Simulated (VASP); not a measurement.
Here is a VASP 6.6.1 calculation.

Contents of INCAR:

```
  PREC = Accurate
  ENCUT = 500
  EDIFF = 1E-6
  ISMEAR = 0
  SIGMA = 0.01
  LREAL = False
  LASPH = True
  NELM = 120
  ALGO = Normal
  ISIF = 2
  LWAVE = False
  LCHARG = False
  GGA = PE
  NBANDS = 16
  GGA_COMPAT = False
```

Contents of KPOINTS:

```
regular mesh
0
Gamma
  4 4 4
```

The input POSCAR:

```
InP
1.0
    0.0000000000      2.9798370772      2.9798370772
    2.9798370772      0.0000000000      2.9798370772
    2.9798370772      2.9798370772      0.0000000000
In P
1 1
Direct
    0.0000000000      0.0000000000      0.0000000000
    0.2500000000      0.2500000000      0.2500000000
```

Potentials or basis: VASP PAW PBE potentials, release 64 (In_d, P).

The run is started by

```bash
$ cat potpaw_PBE.64/In_d/POTCAR potpaw_PBE.64/P/POTCAR > POTCAR
$ mpirun -np 1 vasp_std > vasp.out
```

Problem. Predict the pressure.

Solution. 0.1 GPa.

Problem. What does it give for the band gap on the k mesh?

Solution. 0.42 eV, direct.

Caveat: the k points lie up to 0.46 Å⁻¹ apart; spin-orbit coupling is left out, which moves the levels of the heavy elements. A hybrid or GW would open this gap; PBE tends to underestimate it.
